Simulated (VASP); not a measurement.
## Ge: single point with BLYP

Ge:

```
Ge
1.0
    -1.75293    1.75293    1.75293
     1.75293   -1.75293    1.75293
     1.75293    1.75293   -1.75293
Ge
1
Direct
  0.00000 0.00000 0.00000
```

```json
{
 "Program": "VASP 6.6.1",
 "Task": "single point",
 "Functional": "BLYP",
 "Potentials or basis": "VASP PAW PBE potentials, release 64 (Ge_d)",
 "Cutoff": "520 eV",
 "k mesh": "14 × 14 × 14",
 "Occupations": "fermi-dirac, width 0.1 eV",
 "Spin": "no spin polarisation"
}
```

* Pressure: -0.3 GPa
* Band gap on the k mesh: zero (band 7 reaches 13.46 eV, above the bottom of band 8 at 3.49 eV)

Levels at points of the mesh, in eV from the Fermi level:
| k point | band 5 | band 6 | band 7 | band 8 | band 9 | band 10 |
| --- | --- | --- | --- | --- | --- | --- |
| (0.00, 0.00, 0.00) | -24.65 | -12.11 | 7.60 | 7.60 | 7.60 | 14.07 |
| (0.50, 0.00, 0.00) | -24.61 | -7.45 | -4.45 | 3.67 | 5.93 | 8.94 |
| (0.50, 0.50, 0.50) | -24.62 | -3.75 | -0.37 | -0.37 | -0.37 | 4.90 |

Run time: 41 s on 1 thread of AMD EPYC 7R43 64-Core Processor (Zen 3), on a shared host, peak memory 0.11 GiB.

Caveat: the PAW data sets were made with another functional, which shifts forces and pressure a little.
